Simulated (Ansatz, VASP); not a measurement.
## P in VASP and in Ansatz

Contents of INCAR:

```
SYSTEM = P
  PREC = Accurate
  ENCUT = 600
  EDIFF = 1E-6
  ISMEAR = 0
  SIGMA = 0.1
  LREAL = .FALSE.
  LASPH = .TRUE.
  NELM = 60
  ALGO = Normal
  ISIF = 3
  LWAVE = .FALSE.
  LCHARG = .FALSE.
  GGA = PE
  IBRION = 2
  NSW = 100
  EDIFFG = -0.01
```

The input KPOINTS:

```
regular mesh
0
G
  6 6 10
  0 0 0
```

File POSCAR:

```
P
1.0
    6.7310510352      0.0000000000      0.0000000000
   -3.3655255176      5.8292611907      0.0000000000
    0.0000000000      0.0000000000      3.7874582532
P
8
Direct
    0.8067114453      0.1932885547      0.5000000000
    0.8067114453      0.6134228905      0.5000000000
    0.3865771095      0.1932885547      0.5000000000
    0.1932885547      0.8067114453      0.5000000000
    0.1932885547      0.3865771095      0.5000000000
    0.6134228905      0.8067114453      0.5000000000
    0.3333333333      0.6666666667      0.0000000000
    0.6666666667      0.3333333333      0.0000000000
```

Input for Ansatz:

```yaml
crystal:
  lattice:
    - [6.7310510352, 0.0, 0.0]
    - [-3.3655255176, 5.8292611907, 0.0]
    - [0.0, 0.0, 3.7874582532]
  atoms:
    - { symbol: P, position: [0.8067114453, 0.1932885547, 0.5] }
    - { symbol: P, position: [0.8067114453, 0.6134228905, 0.5] }
    - { symbol: P, position: [0.3865771095, 0.1932885547, 0.5] }
    - { symbol: P, position: [0.1932885547, 0.8067114453, 0.5] }
    - { symbol: P, position: [0.1932885547, 0.3865771095, 0.5] }
    - { symbol: P, position: [0.6134228905, 0.8067114453, 0.5] }
    - { symbol: P, position: [0.3333333333, 0.6666666667, 0.0] }
    - { symbol: P, position: [0.6666666667, 0.3333333333, 0.0] }
basis:
  ecutwfc: 420
kpoints:
  mp_grid: { grid: [6, 6, 10] }
hamiltonian:
  xc: pbe
scf:
  occupations: { method: gaussian, width: 0.1 }
output:
  forces: true
  stress: true
  eigenvalues: true
  write_density: true
  write_potential: true
  elf: true
  volumetric_format: npy
relax:
  adjacent_minimum: "off"
  f_tol: 0.01
  max_steps: 80
  cell: { stress_tol: 0.05 }
```

Alike in both runs: task relaxation of cell and atoms; functional PBE; k mesh 6 × 6 × 10; occupations gaussian, width 0.1 eV; no spin polarisation.

|  | VASP | Ansatz |
| --- | --- | --- |
| version | VASP 6.6.1 | Ansatz 0.2.0 |
| potentials or method | VASP PAW PBE potentials, release 64 (P), cutoff 600 eV | scalar-relativistic, plane waves, PAW |
| valence electrons in the cell | 40 | 40 |

```tsv
	VASP	Ansatz	Ansatz less VASP
gap on the k mesh at the Fermi level, each at its own relaxed structure (eV)	none	none	-
relaxed volume (Å³/atom)	18.70	18.75	+0.048
relaxed length of the cell vector where the two differ most in proportion (Å)	6.735	6.742	+0.0075
```

A gap of «none» marks a metal or a gap that the smearing closes.
